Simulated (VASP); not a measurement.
# Sn (Fd-3m) in VASP: a series of runs

Aim: see how the results for Sn move with the level of theory and the settings. Levels: PBEsol, r2SCAN. Tasks: single point.

Program: VASP 6.6.1. These are calculated values, not measurements. Logs are shortened: lines on timing, memory, paths and dates and some standing lists are left out, and cuts for length are marked.

**1. The cell of the first run**

The structure is cubic, space group Fd-3m (No. 227). Conventional cell: a = 6.540 Å, b = 6.540 Å, c = 6.540 Å, α = 90.00°, β = 90.00°, γ = 90.00°. Sn (site symmetry -43m) has 4 Sn at 2.83 Å within 3.7 Å.

**2. Single point, PBEsol**

The input, INCAR:

```
PREC = Accurate
ENCUT = 520
EDIFF = 1E-6
ISMEAR = -1
SIGMA = 0.05
LREAL = False
LASPH = True
NELM = 60
ALGO = Normal
ISIF = 2
LWAVE = False
LCHARG = False
GGA = PS
NBANDS = 21
```

The input, KPOINTS:

```
Automatic mesh
0
Gamma
  6 6 6
```

The input, POSCAR:

```
Sn
1.0
    0.0000000000      3.2697510000      3.2697510000
    3.2697510000      0.0000000000      3.2697510000
    3.2697510000      3.2697510000      0.0000000000
Sn
2
Direct
    0.0000000000      0.0000000000      0.0000000000
    0.2500000000      0.2500000000      0.2500000000
```

Potentials or basis: VASP PAW PBE potentials, release 64 (Sn_d).

Command:

```
$ cat potpaw_PBE.64/Sn_d/POTCAR > POTCAR
$ mpirun -np 1 vasp_std > vasp.out
```

OUTCAR:

```text
PREC = Accurate
   ENCUT = 520
   EDIFF = 1E-6
   ISMEAR = -1
   LREAL = False
   LASPH = True
   NELM = 60
   ISIF = 2
   GGA = PS

 ion  position               nearest neighbor table
   1  0.000  0.000  0.000-   2 2.83   2 2.83   2 2.83   2 2.83
   2  0.250  0.250  0.250-   1 2.83   1 2.83   1 2.83   1 2.83

  LATTYP: Found a face centered cubic cell.
 ALAT       =     6.5395020000

  Lattice vectors:

 A1 = (   0.0000000000,   3.2697510000,   3.2697510000)
 A2 = (   3.2697510000,   0.0000000000,   3.2697510000)
 A3 = (   3.2697510000,   3.2697510000,   0.0000000000)

Analysis of symmetry for initial positions (statically):
=====================================================================
 Subroutine PRICEL returns:
 Original cell was already a primitive cell.

 Routine SETGRP: Setting up the symmetry group for a
 face centered cubic supercell.

 Subroutine GETGRP returns: Found 48 space group operations
 (whereof 24 operations were pure point group operations)
 out of a pool of 48 trial point group operations.

The static configuration has the point symmetry T_d .
 The point group associated with its full space group is O_h .

Analysis of symmetry for dynamics (positions and initial velocities):
=====================================================================
 Subroutine PRICEL returns:
 Original cell was already a primitive cell.

 Routine SETGRP: Setting up the symmetry group for a
 face centered cubic supercell.

 Subroutine GETGRP returns: Found 48 space group operations
 (whereof 24 operations were pure point group operations)
 out of a pool of 48 trial point group operations.

The dynamic configuration has the point symmetry T_d .
 The point group associated with its full space group is O_h .

 Subroutine INISYM returns: Found 48 space group operations
 (whereof 24 operations are pure point group operations),
 and found     1 'primitive' translations

----------------------------------------------------------------------------------------

                                     Primitive cell

  volume of cell :      69.9156

  direct lattice vectors                    reciprocal lattice vectors
     0.000000000  3.269751000  3.269751000    -0.152916843  0.152916843  0.152916843
     3.269751000  0.000000000  3.269751000     0.152916843 -0.152916843  0.152916843
     3.269751000  3.269751000  0.000000000     0.152916843  0.152916843 -0.152916843

  length of vectors
     4.624126210  4.624126210  4.624126210     0.264859741  0.264859741  0.264859741

  position of ions in fractional coordinates (direct lattice)
     0.000000000  0.000000000  0.000000000
     0.250000000  0.250000000  0.250000000

  ion indices of the primitive-cell ions
   primitive index   ion index
                 1           1
                 2           2

----------------------------------------------------------------------------------------

 KPOINTS: Automatic mesh

Automatic generation of k-mesh.
 Grid dimensions read from file:
 generate k-points for:    6    6    6

 Generating k-lattice:

  Cartesian coordinates                     Fractional coordinates (reciprocal lattice)
    -0.025486140  0.025486140  0.025486140     0.166666667  0.000000000  0.000000000
     0.025486140 -0.025486140  0.025486140     0.000000000  0.166666667  0.000000000
     0.025486140  0.025486140 -0.025486140     0.000000000  0.000000000  0.166666667

  Length of vectors
     0.044143290  0.044143290  0.044143290

  Shift w.r.t. Gamma in fractional coordinates (k-lattice)
     0.000000000  0.000000000  0.000000000

 Subroutine IBZKPT returns following result:
 ===========================================

 Found     16 irreducible k-points:

 Following reciprocal coordinates:
            Coordinates               Weight
  0.000000  0.000000  0.000000      1.000000
  0.166667  0.000000  0.000000      8.000000
  0.333333  0.000000  0.000000      8.000000
  0.500000  0.000000  0.000000      4.000000
  0.166667  0.166667  0.000000      6.000000
  0.333333  0.166667  0.000000     24.000000
[... 8 lines left out ...]
 -0.333333  0.333333  0.166667     24.000000
 -0.333333  0.500000  0.166667     12.000000
   k-points           NKPTS =     16   k-points in BZ     NKDIM =     16   number of bands    NBANDS=     21
   number of dos      NEDOS =    301   number of ions     NIONS =      2
   total plane-waves  NPLWV =  46656
   dimension x,y,z NGX =    36 NGY =   36 NGZ =   36
   dimension x,y,z NGXF=    72 NGYF=   72 NGZF=   72
   ions per type =               2
   NGX,Y,Z   is equivalent  to a cutoff of  12.94, 12.94, 12.94 a.u.
   NGXF,Y,Z  is equivalent  to a cutoff of  25.89, 25.89, 25.89 a.u.
 SYSTEM =  unknown system
   PREC   = accura    normal or accurate (medium, high low for compatibility)
   ISTART =      0    job   : 0-new  1-cont  2-samecut
   ICHARG =      2    charge: 1-file 2-atom 10-const
   ISPIN  =      1    spin polarized calculation?
   LNONCOLLINEAR =      F non collinear calculations
   LSORBIT =      F    spin-orbit coupling
   LASPH  =      T    aspherical Exc in radial PAW
   ENCUT  =  520.0 eV  38.22 Ry    6.18 a.u.   8.60  8.60  8.60*2*pi/ulx,y,z
   NELM   =     60;   NELMIN=  2; NELMDL= -5     # of ELM steps
   EDIFF  = 0.1E-05   stopping-criterion for ELM
   LREAL  =      F    real-space projection
   EDIFFG = 0.1E-04   stopping-criterion for IOM
   NSW    =      0    number of steps for IOM
   IBRION =     -1    ionic relax: 0-MD 1-quasi-New 2-CG
   NFREE  =      0    steps in history (QN), initial steepest desc. (CG)
   ISIF   =      2    stress and relaxation
   ISYM   =      2    0-nonsym 1-usesym 2-fastsym
   POTIM  = 0.5000    time-step for ionic-motion
   TEBEG  =    0.0;   TEEND  =   0.0 temperature during run
   PSTRESS=    0.0 pullay stress
   NELECT =      28.0000    total number of electrons
   NUPDOWN=      -1.0000    fix difference up-down
   EMIN   =  10.00;   EMAX   =-10.00  energy-range for DOS
   EFERMI =   0.00;   METHOD = LEGACY
   ISMEAR =    -1;   SIGMA  =   0.05  broadening in eV -4-tet -1-fermi 0-gaus
   EFERMI_NEDOS =   21; number of points for ismear=-14 and -15
   IALGO  =     38    algorithm
   IMIX   =      4    mixing-type and parameters
     AMIX     =   0.40;   BMIX     =  1.00
     AMIX_MAG =   1.60;   BMIX_MAG =  1.00
  volume/ion in A,a.u.               =      34.96       235.91
  Fermi-wavevector in a.u.,A,eV,Ry     =   1.206710  2.280351 19.812103  1.456148
  Thomas-Fermi vector in A             =   2.342369
   LORBIT       =      0    0 simple, 1 ext, 2 COOP (PROOUT), +10 PAW based schemes
   GGA     = PS    functional components
   LHFCALC =     F    Hartree Fock is set to
   AEXX    =    0.0000 exact exchange contribution
   IVDW    =     0    specifies the selected vdW correction
   LEPSILON=     F    determine dielectric tensor
   LRPA    =     F    only Hartree local field effects (RPA)
 non-spin polarized calculation
  energy-cutoff  :      520.00
  volume of cell :       69.92
 maximum number of plane-waves:      1895
 NGX is ok and might be reduce to    36
   NGX = 17   NGY = 17   NGZ = 17

 number of electron      27.9999986 magnetization

 Free energy of the ion-electron system (eV)
  ---------------------------------------------------
  ext. energy  EPLUGINS =         0.00000000
  ---------------------------------------------------
  free energy    TOTEN  =        -8.43154605 eV

  energy without entropy =       -8.42924210  energy(sigma->0) =       -8.43039407

 E-fermi :   5.1428     XC(G=0):  -8.9604

 val. band max:        4.9120959246   @ k =   0.1667   0.0000   0.0000
 cond. band min:       5.1484391716   @ k =   0.5000   0.0000   0.0000
 fundamental gap:      0.2363432470
 Fermi energy:         5.1427841300

 k-point     1 :       0.0000    0.0000    0.0000
  band No.  band energies     occupation
      1     -16.2965      2.00000
      2     -16.2965      2.00000
      3     -16.2965      2.00000
      4     -16.2394      2.00000
      5     -16.2394      2.00000
      6     -15.9460      2.00000
[... 13 lines left out ...]
     20      13.1667      0.00000
     21      13.1667      0.00000

 k-point     2 :       0.1667    0.0000    0.0000
  band No.  band energies     occupation
      1     -16.3117      2.00000
      2     -16.3117      2.00000
      3     -16.2903      2.00000
      4     -16.2172      2.00000
      5     -16.2172      2.00000
      6     -15.9755      2.00000
[... 13 lines left out ...]
     20      12.1089      0.00000
     21      12.1089      0.00000

 k-point     3 :       0.3333    0.0000    0.0000
  band No.  band energies     occupation
      1     -16.3267      2.00000
      2     -16.3267      2.00000
      3     -16.2774      2.00000
      4     -16.1905      2.00000
      5     -16.1905      2.00000
      6     -15.9980      2.00000
[... 13 lines left out ...]
     20      12.5140      0.00000
     21      12.5140      0.00000

 k-point     4 :       0.5000    0.0000    0.0000
  band No.  band energies     occupation
      1     -16.3308      2.00000
      2     -16.3308      2.00000
      3     -16.2706      2.00000
      4     -16.1820      2.00000
      5     -16.1820      2.00000
      6     -16.0042      2.00000
[... 13 lines left out ...]
     20      13.9063      0.00000
     21      13.9357      0.00000

 k-point     5 :       0.1667    0.1667    0.0000
  band No.  band energies     occupation
      1     -16.3102      2.00000
      2     -16.3102      2.00000
      3     -16.3044      2.00000
      4     -16.2188      2.00000
      5     -16.1917      2.00000
      6     -16.0193      2.00000
[... 13 lines left out ...]
     20      11.6812      0.00000
     21      13.4728      0.00000

 k-point     6 :       0.3333    0.1667    0.0000
  band No.  band energies     occupation
      1     -16.3363      2.00000
      2     -16.3249      2.00000
      3     -16.2786      2.00000
      4     -16.1913      2.00000
      5     -16.1571      2.00000
      6     -16.0547      2.00000
[... 13 lines left out ...]
     20      12.8097      0.00000
     21      13.5178      0.00000

 k-point     7 :       0.5000    0.1667    0.0000
  band No.  band energies     occupation
      1     -16.3523      2.00000
      2     -16.3358      2.00000
      3     -16.2462      2.00000
      4     -16.1651      2.00000
      5     -16.1543      2.00000
      6     -16.0503      2.00000
[... 13 lines left out ...]
     20      13.7798      0.00000
     21      14.0503      0.00000

 k-point     8 :      -0.3333    0.1667    0.0000
  band No.  band energies     occupation
      1     -16.3483      2.00000
      2     -16.3387      2.00000
      3     -16.2426      2.00000
      4     -16.1803      2.00000
      5     -16.1558      2.00000
      6     -16.0337      2.00000
[... 13 lines left out ...]
     20      12.4202      0.00000
     21      13.8185      0.00000

 k-point     9 :      -0.1667    0.1667    0.0000
  band No.  band energies     occupation
      1     -16.3297      2.00000
      2     -16.3260      2.00000
      3     -16.2730      2.00000
      4     -16.2040      2.00000
      5     -16.1817      2.00000
      6     -16.0137      2.00000
[... 13 lines left out ...]
     20      12.4642      0.00000
     21      12.6627      0.00000

 k-point    10 :       0.3333    0.3333    0.0000
  band No.  band energies     occupation
      1     -16.3344      2.00000
      2     -16.3344      2.00000
      3     -16.2821      2.00000
      4     -16.1630      2.00000
      5     -16.1202      2.00000
      6     -16.1024      2.00000
[... 13 lines left out ...]
     20      14.3978      0.00000
     21      14.4257      0.00000

 k-point    11 :       0.5000    0.3333    0.0000
  band No.  band energies     occupation
      1     -16.3563      2.00000
      2     -16.3427      2.00000
      3     -16.2364      2.00000
      4     -16.1473      2.00000
      5     -16.1278      2.00000
      6     -16.0746      2.00000
[... 13 lines left out ...]
     20      14.5009      0.00000
     21      14.7022      0.00000

 k-point    12 :      -0.3333    0.3333    0.0000
  band No.  band energies     occupation
      1     -16.3671      2.00000
      2     -16.3452      2.00000
      3     -16.2161      2.00000
      4     -16.1220      2.00000
      5     -16.1147      2.00000
      6     -16.0940      2.00000
[... 13 lines left out ...]
     20      12.5501      0.00000
     21      15.7451      0.00000

 k-point    13 :       0.5000    0.5000    0.0000
  band No.  band energies     occupation
      1     -16.3452      2.00000
      2     -16.3452      2.00000
      3     -16.2163      2.00000
      4     -16.2163      2.00000
      5     -16.0875      2.00000
      6     -16.0875      2.00000
[... 13 lines left out ...]
     20      14.3197      0.00000
     21      15.5424      0.00000

 k-point    14 :       0.5000    0.3333    0.1667
  band No.  band energies     occupation
      1     -16.3509      2.00000
      2     -16.3455      2.00000
      3     -16.2394      2.00000
      4     -16.1633      2.00000
      5     -16.1192      2.00000
      6     -16.0925      2.00000
[... 13 lines left out ...]
     20      13.1685      0.00000
     21      14.8725      0.00000

 k-point    15 :      -0.3333    0.3333    0.1667
  band No.  band energies     occupation
      1     -16.3639      2.00000
      2     -16.3501      2.00000
      3     -16.2083      2.00000
      4     -16.1382      2.00000
      5     -16.1102      2.00000
      6     -16.0973      2.00000
[... 13 lines left out ...]
     20      14.4574      0.00000
     21      14.8184      0.00000

 k-point    16 :      -0.3333    0.5000    0.1667
  band No.  band energies     occupation
      1     -16.3581      2.00000
      2     -16.3581      2.00000
      3     -16.1786      2.00000
      4     -16.1786      2.00000
      5     -16.0914      2.00000
      6     -16.0914      2.00000
[... 13 lines left out ...]
     20      14.1337      0.00000
     21      15.3512      0.00000

------------------------ aborting loop because EDIFF is reached ----------------------------------------

  FORCE on cell =-STRESS in cart. coord.  units (eV):
  Direction    XX          YY          ZZ          XY          YZ          ZX
  --------------------------------------------------------------------------------------
  -------------------------------------------------------------------------------------
  Total        0.0006010      0.0006010      0.0006010     -0.0000000      0.0000000     -0.0000000
  in kB        0.0137730      0.0137730      0.0137730     -0.0000000      0.0000000     -0.0000000
  external PRESSURE =       0.0137730 kB  Pullay stress =       0.0000000 kB

 VOLUME and BASIS-vectors are now :
 -----------------------------------------------------------------------------
  energy-cutoff  :      520.00
  volume of cell :       69.92
      direct lattice vectors                 reciprocal lattice vectors
     0.000000000  3.269751000  3.269751000    -0.152916843  0.152916843  0.152916843
     3.269751000  0.000000000  3.269751000     0.152916843 -0.152916843  0.152916843
     3.269751000  3.269751000  0.000000000     0.152916843  0.152916843 -0.152916843

 POSITION                                       TOTAL-FORCE (eV/Angst)
 -----------------------------------------------------------------------------------
      0.00000      0.00000      0.00000        -0.000000     -0.000000      0.000000
      1.63488      1.63488      1.63488         0.000000      0.000000     -0.000000
 -----------------------------------------------------------------------------------
    total drift:                                0.000000      0.000000      0.000000

  FREE ENERGIE OF THE ION-ELECTRON SYSTEM (eV)
  ---------------------------------------------------
  free  energy   TOTEN  =        -8.4315460451 eV

  energy  without entropy=       -8.4292421001  energy(sigma->0) =       -8.43039407
```

Run time: 19 s. Hardware: 1 thread of Intel Xeon 6975P-C, shared host; peak memory 0.2 GiB.

Results:

* Free energy: -8.4315 eV
* Pressure: 0.0 GPa
* Band gap on the k mesh: zero (band 14 reaches 5.34 eV, above the bottom of band 15 at 5.15 eV)

Levels at points of the mesh, in eV from the Fermi level:
```csv
k point,band 10,band 11,band 12,band 13,band 14,band 15,band 16,band 17,band 18,band 19
"(0.00, 0.00, 0.00)",-21.08,-10.37,-0.74,0.20,0.20,0.20,2.26,2.26,2.26,4.95
"(0.50, 0.00, 0.00)",-21.04,-8.78,-6.12,-0.97,-0.97,0.01,3.31,3.31,5.65,8.42
"(0.50, 0.50, 0.00)",-21.02,-7.34,-7.34,-2.28,-2.28,0.90,0.90,7.67,7.67,9.18
```

Caveat: the PAW data sets were made with another functional, which shifts forces and pressure a little; spin-orbit coupling is left out, which moves the levels of the heavy elements.

[end of part 1 of 2]
